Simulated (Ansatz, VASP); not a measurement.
**One calculation of Al9H, two programs**

The input INCAR:

```
SYSTEM = Al9H
ALGO     = Normal         ! electronic algorithm
DIPOL    = 0.5 0.5 0.309
EDIFF    = 1E-6           ! SCF threshold, eV
ENCUT    = 520            ! plane-wave cutoff, eV
GGA      = PE             ! functional
IDIPOL   = 3            
ISIF     = 2              ! what is computed and relaxed
ISMEAR   = 0              ! smearing method
LASPH    = .True.         ! aspherical terms in the spheres
LCHARG   = .False.        ! write CHGCAR
LDIPOL   = .True.       
LREAL    = .False.        ! projectors in reciprocal space
LWAVE    = .False.        ! write WAVECAR
NBANDS   = 25             ! bands
NELM     = 100            ! most SCF steps
PREC     = Accurate       ! precision mode
SIGMA    = 0.1            ! smearing width, eV
```

File KPOINTS:

```
k-points
0
Gamma
  9 3 1
  0 0 0
```

POSCAR

```
Al9H
1.0
    2.8543223330      0.0000000000      0.0000000000
   -1.4271611665      9.7033329366      0.0000000000
    0.0000000000      0.0000000000     21.7902708969
Al H
9 1
Direct
    0.5324485604      0.0648971207      0.1835681630
    0.6709687938      0.3419375876      0.2292758741
    0.2986728405      0.5973456810      0.2384174163
    0.9263768872      0.8527537744      0.2475589585
    0.0639738222      0.1277383808      0.2937147080
    0.1995905480      0.4042696935      0.3452583266
    0.8288544886      0.6597110299      0.3524478004
    0.4526361687      0.9111292155      0.3607640453
    0.5925232094      0.1814597089      0.4034034702
    1.0925232094      0.6814597089      0.4350689783
```

Input for Ansatz:

```yaml
crystal:
  lattice:
    - [2.854322333, 0.0, 0.0]
    - [-1.4271611665, 9.7033329366, 0.0]
    - [0.0, 0.0, 21.7902708969]
  atoms:
    - { symbol: Al, position: [0.5324485604, 0.0648971207, 0.183568163] }
    - { symbol: Al, position: [0.6709687938, 0.3419375876, 0.2292758741] }
    - { symbol: Al, position: [0.2986728405, 0.597345681, 0.2384174163] }
    - { symbol: Al, position: [0.9263768872, 0.8527537744, 0.2475589585] }
    - { symbol: Al, position: [0.0639738222, 0.1277383808, 0.293714708] }
    - { symbol: Al, position: [0.199590548, 0.4042696935, 0.3452583266] }
    - { symbol: Al, position: [0.8288544886, 0.6597110299, 0.3524478004] }
    - { symbol: Al, position: [0.4526361687, 0.9111292155, 0.3607640453] }
    - { symbol: Al, position: [0.5925232094, 0.1814597089, 0.4034034702] }
    - { symbol: H, position: [1.0925232094, 0.6814597089, 0.4350689783] }
basis:
  ecutwfc: 420
kpoints:
  mp_grid: { grid: [9, 3, 1] }
hamiltonian:
  xc: pbe
scf:
  occupations: { method: gaussian, width: 0.1 }
output:
  forces: true
  eigenvalues: true
efield:
  axis: 3
  dipole_correction: true
  ramp_width: 0.04
```

Alike in both runs: task single point; functional PBE; k mesh 9 × 3 × 1; occupations gaussian, width 0.1 eV; no spin polarisation.

```csv
,VASP,Ansatz
version,VASP 6.6.1,Ansatz 0.2.0
potentials or method,"VASP PAW PBE potentials, release 64 (Al, H), cutoff 520 eV","scalar-relativistic, plane waves, PAW"
valence electrons in the cell,28,28
```

```tsv
	VASP	Ansatz	Ansatz less VASP
gap on the k mesh at the Fermi level (eV)	none	none	-
rms of the force components (eV/Å)	0.418	0.417	-0.0003
```

Atom by atom the forces differ by 0.001 eV/Å (rms over components). A gap of «none» marks a metal or a gap that the smearing closes.
